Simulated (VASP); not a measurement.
# Fe (Fd-3m) in VASP: further runs

Runs on Fe. Level: LDA. Tasks: single point, relaxation of cell and atoms.

Program: VASP 6.6.1. These are calculated values, not measurements. Logs are shortened: lines on timing, memory, paths and dates and some standing lists are left out, and cuts for length are marked.

## Step 1: The cell of the first run

It takes space group Fd-3m (No. 227, cubic). The conventional cell has a = 4.937 Å, b = 4.937 Å, c = 4.937 Å, α = 90.00°, β = 90.00°, γ = 90.00°. Fe (site symmetry -43m) has 4 Fe at 2.14 Å within 2.8 Å.

This isn't the form of Fe at room conditions, which is bcc.

## Step 2: Single point, LDA, collinear spin, antiferromagnetic start (15.05 Å³/atom)

File INCAR:

```
PREC     = Accurate       # precision mode
ENCUT    = 520            # plane-wave cutoff, eV
EDIFF    = 1E-6           # SCF threshold, eV
ISMEAR   = -1             # smearing method
SIGMA    = 0.05           # smearing width, eV
LREAL    = F              # projectors in reciprocal space
LASPH    = T              # aspherical terms in the spheres
NELM     = 150            # most SCF steps
ALGO     = Normal         # electronic algorithm
ISIF     = 2              # what is computed and relaxed
LWAVE    = F              # write WAVECAR
LCHARG   = F              # write CHGCAR
ISPIN    = 2              # spin polarisation
MAGMOM   = 2.5 -2.5       # initial moments
LORBIT   = 11             # projections on sites
LMAXMIX  = 4              # l up to which the mixer works
NBANDS   = 19             # bands
```

File KPOINTS:

```
Automatic mesh
0
Gamma
  13 13 13
```

File POSCAR:

```
Fe
1.0
    0.0000000000      2.4687268288      2.4687268288
    2.4687268288      0.0000000000      2.4687268288
    2.4687268288      2.4687268288      0.0000000000
Fe
2
Direct
    0.1250000000      0.1250000000      0.1250000000
    0.8750000000      0.8750000000      0.8750000000
```

Potentials or basis: VASP PAW LDA potentials, release 64 (Fe).

Launch:

```console
$ cat potpaw_LDA.64/Fe/POTCAR > POTCAR
$ mpirun -np 1 vasp_std > vasp.out
```

OUTCAR:

```text
PREC = Accurate
   ENCUT = 520
   EDIFF = 1E-6
   ISMEAR = -1
   LREAL = F
   LASPH = T
   NELM = 150
   ISIF = 2
   ISPIN = 2
   LORBIT = 11

 ion  position               nearest neighbor table
   1  0.125  0.125  0.125-   2 2.14   2 2.14   2 2.14   2 2.14
   2  0.875  0.875  0.875-   1 2.14   1 2.14   1 2.14   1 2.14

  LATTYP: Found a face centered cubic cell.
 ALAT       =     4.9374536576

  Lattice vectors:

 A1 = (   0.0000000000,   2.4687268288,   2.4687268288)
 A2 = (   2.4687268288,   0.0000000000,   2.4687268288)
 A3 = (   2.4687268288,   2.4687268288,   0.0000000000)

Analysis of symmetry for initial positions (statically):
=====================================================================
 Subroutine PRICEL returns:
 Original cell was already a primitive cell.

 Routine SETGRP: Setting up the symmetry group for a
 face centered cubic supercell.

 Subroutine GETGRP returns: Found 48 space group operations
 (whereof 12 operations were pure point group operations)
 out of a pool of 48 trial point group operations.

The static configuration has the point symmetry D_3d.
 The point group associated with its full space group is O_h .

Analysis of symmetry for dynamics (positions and initial velocities):
=====================================================================
 Subroutine PRICEL returns:
 Original cell was already a primitive cell.

 Routine SETGRP: Setting up the symmetry group for a
 face centered cubic supercell.

 Subroutine GETGRP returns: Found 48 space group operations
 (whereof 12 operations were pure point group operations)
 out of a pool of 48 trial point group operations.

The dynamic configuration has the point symmetry D_3d.
 The point group associated with its full space group is O_h .

Analysis of structural, dynamic, and magnetic symmetry:
=====================================================================
 Subroutine PRICEL returns:
 Original cell was already a primitive cell.

 Routine SETGRP: Setting up the symmetry group for a
 face centered cubic supercell.

 Subroutine GETGRP returns: Found 48 space group operations
 (whereof 12 operations were pure point group operations)
 out of a pool of 48 trial point group operations.

The overall configuration has the point symmetry D_3d.
 The point group associated with its full space group is O_h .

 Subroutine INISYM returns: Found 48 space group operations
 (whereof 12 operations are pure point group operations),
 and found     1 'primitive' translations

----------------------------------------------------------------------------------------

                                     Primitive cell

  volume of cell :      30.0919

  direct lattice vectors                    reciprocal lattice vectors
     0.000000000  2.468726829  2.468726829    -0.202533547  0.202533547  0.202533547
     2.468726829  0.000000000  2.468726829     0.202533547 -0.202533547  0.202533547
     2.468726829  2.468726829  0.000000000     0.202533547  0.202533547 -0.202533547

  length of vectors
     3.491306963  3.491306963  3.491306963     0.350798393  0.350798393  0.350798393

  position of ions in fractional coordinates (direct lattice)
     0.125000000  0.125000000  0.125000000
     0.875000000  0.875000000  0.875000000

  ion indices of the primitive-cell ions
   primitive index   ion index
                 1           1
                 2           2

----------------------------------------------------------------------------------------

 KPOINTS: Automatic mesh

Automatic generation of k-mesh.
 Grid dimensions read from file:
 generate k-points for:   13   13   13

 Generating k-lattice:

  Cartesian coordinates                     Fractional coordinates (reciprocal lattice)
    -0.015579504  0.015579504  0.015579504     0.076923077  0.000000000  0.000000000
     0.015579504 -0.015579504  0.015579504     0.000000000  0.076923077  0.000000000
     0.015579504  0.015579504 -0.015579504     0.000000000  0.000000000  0.076923077

  Length of vectors
     0.026984492  0.026984492  0.026984492

  Shift w.r.t. Gamma in fractional coordinates (k-lattice)
     0.000000000  0.000000000  0.000000000

 Subroutine IBZKPT returns following result:
 ===========================================

 Found     84 irreducible k-points:

 Following reciprocal coordinates:
            Coordinates               Weight
  0.000000  0.000000  0.000000      1.000000
  0.076923  0.000000  0.000000      8.000000
  0.153846  0.000000  0.000000      8.000000
  0.230769  0.000000  0.000000      8.000000
  0.307692  0.000000  0.000000      8.000000
  0.384615  0.000000  0.000000      8.000000
[... 16 lines left out ...]
  0.384615  0.153846  0.000000     24.000000
  0.461538  0.153846  0.000000     24.000000
 [... further k-points ...]
   k-points           NKPTS =     84   k-points in BZ     NKDIM =     84   number of bands    NBANDS=     19
   number of dos      NEDOS =    301   number of ions     NIONS =      2
   total plane-waves  NPLWV =  21952
   dimension x,y,z NGX =    28 NGY =   28 NGZ =   28
   dimension x,y,z NGXF=    56 NGYF=   56 NGZF=   56
   ions per type =               2
   NGX,Y,Z   is equivalent  to a cutoff of  13.33, 13.33, 13.33 a.u.
   NGXF,Y,Z  is equivalent  to a cutoff of  26.67, 26.67, 26.67 a.u.
 SYSTEM =  unknown system
   PREC   = accura    normal or accurate (medium, high low for compatibility)
   ISTART =      0    job   : 0-new  1-cont  2-samecut
   ICHARG =      2    charge: 1-file 2-atom 10-const
   ISPIN  =      2    spin polarized calculation?
   LNONCOLLINEAR =      F non collinear calculations
   LSORBIT =      F    spin-orbit coupling
   LASPH  =      T    aspherical Exc in radial PAW
   ENCUT  =  520.0 eV  38.22 Ry    6.18 a.u.   6.49  6.49  6.49*2*pi/ulx,y,z
   NELM   =    150;   NELMIN=  2; NELMDL= -5     # of ELM steps
   EDIFF  = 0.1E-05   stopping-criterion for ELM
   LREAL  =      F    real-space projection
   EDIFFG = 0.1E-04   stopping-criterion for IOM
   NSW    =      0    number of steps for IOM
   IBRION =     -1    ionic relax: 0-MD 1-quasi-New 2-CG
   NFREE  =      0    steps in history (QN), initial steepest desc. (CG)
   ISIF   =      2    stress and relaxation
   ISYM   =      2    0-nonsym 1-usesym 2-fastsym
   POTIM  = 0.5000    time-step for ionic-motion
   TEBEG  =    0.0;   TEEND  =   0.0 temperature during run
   PSTRESS=    0.0 pullay stress
   NELECT =      16.0000    total number of electrons
   NUPDOWN=      -1.0000    fix difference up-down
   EMIN   =  10.00;   EMAX   =-10.00  energy-range for DOS
   EFERMI =   0.00;   METHOD = LEGACY
   ISMEAR =    -1;   SIGMA  =   0.05  broadening in eV -4-tet -1-fermi 0-gaus
   EFERMI_NEDOS =   21; number of points for ismear=-14 and -15
   IALGO  =     38    algorithm
   IMIX   =      4    mixing-type and parameters
     AMIX     =   0.40;   BMIX     =  1.00
     AMIX_MAG =   1.60;   BMIX_MAG =  1.00
  volume/ion in A,a.u.               =      15.05       101.53
  Fermi-wavevector in a.u.,A,eV,Ry     =   1.326270  2.506286 23.932523  1.758991
  Thomas-Fermi vector in A             =   2.455669
   LORBIT       =     11    0 simple, 1 ext, 2 COOP (PROOUT), +10 PAW based schemes
   GGA     = CA    functional components
   LHFCALC =     F    Hartree Fock is set to
   AEXX    =    0.0000 exact exchange contribution
   IVDW    =     0    specifies the selected vdW correction
   LEPSILON=     F    determine dielectric tensor
   LRPA    =     F    only Hartree local field effects (RPA)
 spin polarized calculation
  energy-cutoff  :      520.00
  volume of cell :       30.09
 maximum number of plane-waves:       869
 NGX is ok and might be reduce to    28
   NGX = 13   NGY = 13   NGZ = 13

 number of electron      15.9999992 magnetization      -0.0000000

 number of electron      15.9999992 magnetization       0.0000000

 Free energy of the ion-electron system (eV)
  ---------------------------------------------------
  ext. energy  EPLUGINS =         0.00000000
  ---------------------------------------------------
  free energy    TOTEN  =       -16.07256304 eV

  energy without entropy =      -16.05086387  energy(sigma->0) =      -16.06171345

 E-fermi :   3.0377     XC(G=0): -11.6048

 val. band max:        3.0284135606   @ k =   0.3846   0.0000   0.0000
 cond. band min:       3.0503121095   @ k =   0.2308   0.2308   0.0000
 fundamental gap:      0.0218985489
 Fermi energy:         3.0377442637

 spin component 1

 k-point     1 :       0.0000    0.0000    0.0000
  band No.  band energies     occupation
      1      -3.3814      1.00000
      2       0.4395      1.00000
      3       0.4395      1.00000
      4       0.7113      1.00000
      5       0.7113      1.00000
      6       0.7113      1.00000
[... 11 lines left out ...]
     18      18.6789      0.00000
     19      19.6979      0.00000

 k-point     2 :       0.0769    0.0000    0.0000
  band No.  band energies     occupation
      1      -3.2632      1.00000
      2       0.3710      1.00000
      3       0.3710      1.00000
      4       0.7176      1.00000
      5       0.8108      1.00000
      6       0.8108      1.00000
[... 11 lines left out ...]
     18      19.3019      0.00000
     19      20.5868      0.00000

 k-point     3 :       0.1538    0.0000    0.0000
  band No.  band energies     occupation
      1      -2.9154      1.00000
      2       0.2881      1.00000
      3       0.2881      1.00000
      4       0.7427      1.00000
      5       0.9668      1.00000
      6       0.9668      1.00000
[... 434 lines left out ...]
      1      -1.0644      1.00000
      2      -0.0965      1.00000
      3       0.7374      1.00000
      4       0.7859      1.00000
      5       0.8691      1.00000
      6       1.3532      1.00000
[... 11 lines left out ...]
     18      20.4893      0.00000
     19      22.3332      0.00000

 k-point    24 :       0.4615    0.1538    0.0000
  band No.  band energies     occupation
      1      -0.4143      1.00000
      2      -0.0466      1.00000
      3       0.6610      1.00000
      4       0.7050      1.00000
      5       0.9188      1.00000
      6       1.2950      1.00000
[... 11 lines left out ...]
     18      21.0586      0.00000
     19      22.4146      0.00000

 [... further k-points ...]

 spin component 2

 k-point     1 :       0.0000    0.0000    0.0000
  band No.  band energies     occupation
      1      -3.3814      1.00000
      2       0.4395      1.00000
      3       0.4395      1.00000
      4       0.7113      1.00000
      5       0.7113      1.00000
      6       0.7113      1.00000
[... 11 lines left out ...]
     18      18.6789      0.00000
     19      19.6979      0.00000

 k-point     2 :       0.0769    0.0000    0.0000
  band No.  band energies     occupation
      1      -3.2632      1.00000
      2       0.3710      1.00000
      3       0.3710      1.00000
      4       0.7176      1.00000
      5       0.8108      1.00000
      6       0.8108      1.00000
[... 11 lines left out ...]
     18      19.3019      0.00000
     19      20.5859      0.00000

 k-point     3 :       0.1538    0.0000    0.0000
  band No.  band energies     occupation
      1      -2.9154      1.00000
      2       0.2881      1.00000
      3       0.2881      1.00000
      4       0.7427      1.00000
      5       0.9668      1.00000
      6       0.9668      1.00000
[... 434 lines left out ...]
      1      -1.0644      1.00000
      2      -0.0965      1.00000
      3       0.7374      1.00000
      4       0.7859      1.00000
      5       0.8691      1.00000
      6       1.3532      1.00000
[... 11 lines left out ...]
     18      20.4893      0.00000
     19      22.3332      0.00000

 k-point    24 :       0.4615    0.1538    0.0000
  band No.  band energies     occupation
      1      -0.4143      1.00000
      2      -0.0466      1.00000
      3       0.6610      1.00000
      4       0.7050      1.00000
      5       0.9188      1.00000
      6       1.2950      1.00000
[... 11 lines left out ...]
     18      21.0586      0.00000
     19      22.4146      0.00000

 [... further k-points ...]
[... 5 lines left out ...]
  --------------------------------------------------------------------------------------
  -------------------------------------------------------------------------------------
  Total       -3.3328269     -3.3328269     -3.3328269      0.0000000      0.0000000     -0.0000000
  in kB     -177.4492755   -177.4492755   -177.4492755      0.0000000      0.0000000     -0.0000000
  external PRESSURE =    -177.4492755 kB  Pullay stress =       0.0000000 kB

 VOLUME and BASIS-vectors are now :
 -----------------------------------------------------------------------------
  energy-cutoff  :      520.00
  volume of cell :       30.09
      direct lattice vectors                 reciprocal lattice vectors
     0.000000000  2.468726829  2.468726829    -0.202533547  0.202533547  0.202533547
     2.468726829  0.000000000  2.468726829     0.202533547 -0.202533547  0.202533547
     2.468726829  2.468726829  0.000000000     0.202533547  0.202533547 -0.202533547

 POSITION                                       TOTAL-FORCE (eV/Angst)
 -----------------------------------------------------------------------------------
      0.61718      0.61718      0.61718         0.000000      0.000000      0.000000
      4.32027      4.32027      4.32027        -0.000000     -0.000000     -0.000000
 -----------------------------------------------------------------------------------
    total drift:                                0.000000     -0.000000     -0.000000

  FREE ENERGIE OF THE ION-ELECTRON SYSTEM (eV)
  ---------------------------------------------------
  free  energy   TOTEN  =       -16.0725630376 eV

  energy  without entropy=      -16.0508638665  energy(sigma->0) =      -16.06171345

 total charge

# of ion       s       p       d       tot
------------------------------------------
    1        0.572   0.411   6.432   7.415
    2        0.572   0.411   6.432   7.415
--------------------------------------------------
tot          1.144   0.822  12.864  14.829

 magnetization (x)

# of ion       s       p       d       tot
------------------------------------------
    1        0.000   0.000   0.000   0.000
    2       -0.000  -0.000  -0.000  -0.000
--------------------------------------------------
tot          0.000   0.000   0.000   0.000
```

Run time: 45 s. Hardware: 1 thread of Intel Xeon 6975P-C (Granite Rapids), shared host; peak memory 0.2 GiB.

Results:

* Free energy: -16.0726 eV
* Pressure: -17.7 GPa
* Band gap on the k mesh: zero (filled and empty bands overlap)
* Net moment: 0.00 μB per cell
* Valence electrons inside the program's atomic spheres: Fe 7.42

Caveat: the cell stands under tension.

(Continued in part 2 of 2.)
